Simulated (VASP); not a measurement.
## Rh: single point with r2SCAN

Crystal: Rh.

```xyz
1
Lattice="0.0000 1.9228 1.9228 1.9228 0.0000 1.9228 1.9228 1.9228 0.0000" Properties=species:S:1:pos:R:3 pbc="T T T"
Rh    0.0000    0.0000    0.0000
```

| Property | Result |
| --- | --- |
| Program | VASP 6.6.1 |
| Task | single point |
| Functional | r2SCAN |
| Potentials or basis | VASP PAW PBE potentials, release 64 (Rh_sv_GW) |
| Cutoff | 580 eV |
| k mesh | 12 × 12 × 12 |
| Occupations | fermi-dirac, width 0.05 eV |
| Spin | no spin polarisation |
| Dipole correction | no |
| Second run | valence_matched |
| Further INCAR settings | ALGO = Normal; EDIFF = 1e-06; NBANDS = 14 |

```yaml
Pressure: -10.9 GPa
```

Levels at points of the mesh, in eV from the Fermi level:
| k point | band 6 | band 7 | band 8 | band 9 | band 10 | band 11 |
| --- | --- | --- | --- | --- | --- | --- |
| (0.00, 0.00, 0.00) | -3.02 | -3.02 | -3.02 | -1.04 | -1.04 | 16.50 |
| (0.50, 0.00, 0.00) | -3.13 | -3.13 | 0.53 | 0.53 | 0.94 | 8.73 |
| (0.50, 0.50, 0.00) | -5.87 | 0.46 | 0.97 | 0.97 | 3.43 | 12.44 |

Run time: 27 s on 1 thread of Intel(R) Xeon(R) 6975P-C (Granite Rapids), with other jobs on the host, peak memory 0.16 GiB.

Caveat: the PAW data sets were made with another functional, which shifts forces and pressure a little.
